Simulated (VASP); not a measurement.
Cr:

```
CELL_PARAMETERS angstrom
2.96890 0.00000 0.00000
0.00000 2.96890 0.00000
0.00000 0.00000 2.96890
ATOMIC_POSITIONS crystal
Cr 0.00000 0.00000 0.00000
Cr 0.50000 0.50000 0.50000
```

Base run:

| Item | Value |
| --- | --- |
| Program | VASP 6.6.1 |
| Functional | PBE |
| Potentials or basis | VASP PAW PBE potentials, release 64 (Cr_pv) |
| Cutoff | 520 eV |
| k mesh | 11 × 11 × 11 |
| Occupations | fermi-dirac, width 0.05 eV |
| Spin | collinear spin, ferrimagnetic start |
| Starting moments | [-1.4, 2.0] μB |
| Fixed moment | 0.6 μB |

Its results: pressure -16.9 GPa; site moments Cr -1.14, +1.67 μB.

Question: After a change of settings the same cell gave: pressure -21.6 GPa; site moments Cr -0.23, +1.14 μB. Which change was it?
A. fixed moment from 0.6 μB to 0.1 μB; moments at the start from [-1.4, 2.0] to [-1.65, 1.75]
B. fixed moment from 0.6 μB to 1 μB; moments at the start from [-1.4, 2.0] to [-1.2, 2.2]
C. fixed moment from 0.6 μB to 0.3 μB; moments at the start from [-1.4, 2.0] to [-1.55, 1.85]
D. fixed moment from 0.6 μB to 2.4 μB; moments at the start from [-1.4, 2.0] to [-0.5, 2.9]

Answer: B.

Caveats: the cell stands under tension; the total moment is fixed, so each spin has its own Fermi level.
